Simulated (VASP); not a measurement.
Input of a VASP 6.6.1 run:

The input INCAR:

```
  PREC = Accurate
  ENCUT = 520
  EDIFF = 1E-7
  ISMEAR = 0
  SIGMA = 0.1
  LREAL = F
  LASPH = T
  NELM = 100
  ALGO = Normal
  ISIF = 2
  LWAVE = F
  LCHARG = T
  GGA = PE
  LELF = T
  LVHAR = T
  NBANDS = 16
```

File KPOINTS:

```
Automatic mesh
0
Gamma
  12 12 12
```

POSCAR

```
InSb
1.0
    0.0000000000      3.2147576783      3.2147576783
    3.2147576783      0.0000000000      3.2147576783
    3.2147576783      3.2147576783      0.0000000000
In Sb
1 1
Direct
    0.0000000000      0.0000000000      0.0000000000
    0.2500000000      0.2500000000      0.2500000000
```

Potentials or basis: VASP PAW PBE potentials, release 64 (In_d, Sb).

Run with:

```sh
$ cat potpaw_PBE.64/In_d/POTCAR potpaw_PBE.64/Sb/POTCAR > POTCAR
$ mpirun -np 1 vasp_std > vasp.out
```

(1) What does it give for the pressure?

(2) What does it give for the band gap on the k mesh?

Answers

(1) 4.3 GPa.

(2) zero (filled and empty bands touch).

Caveat: the cell stands under pressure; semilocal functionals underestimate gaps, so a narrow gap can read as zero; spin-orbit coupling is left out, which moves the levels of the heavy elements.
